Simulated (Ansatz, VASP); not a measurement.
## BN in VASP and in Ansatz

```xyz
4
Lattice="2.5360 0.0000 0.0000 -1.2680 2.1962 0.0000 0.0000 0.0000 4.1990" Properties=species:S:1:pos:R:3 pbc="T T T"
B     1.2680    0.7321    0.0000
B     0.0000    1.4642    2.0995
N     1.2680    0.7321    1.5746
N     0.0000    1.4642    3.6741
```

Alike in both runs: task relaxation of cell and atoms; functional PBEsol; k mesh 12 × 12 × 6; no spin polarisation.

|  | VASP | Ansatz |
| --- | --- | --- |
| version | VASP 6.6.1 | Ansatz 0.2.0 |
| potentials or method | VASP PAW PBE potentials, release 64 (B, N), cutoff 600 eV | plane waves, PAW |
| occupations | gaussian, width 0.01 eV | fixed |
| valence electrons in the cell | 16 | 16 |

Ansatz gave:

| Item | Value |
| --- | --- |
| relaxed volume (Å³/atom) | 5.88 |
| relaxed cell length with the largest relative difference (Å) | 2.541 |

Question: What did VASP give for the same quantities?

Answer: Relaxed volume (Å³/atom): 5.88; relaxed cell length with the largest relative difference (Å): 2.542.

VASP's potentials were made for PBE, not for PBEsol. Ansatz's warnings: stress scf threshold loose.
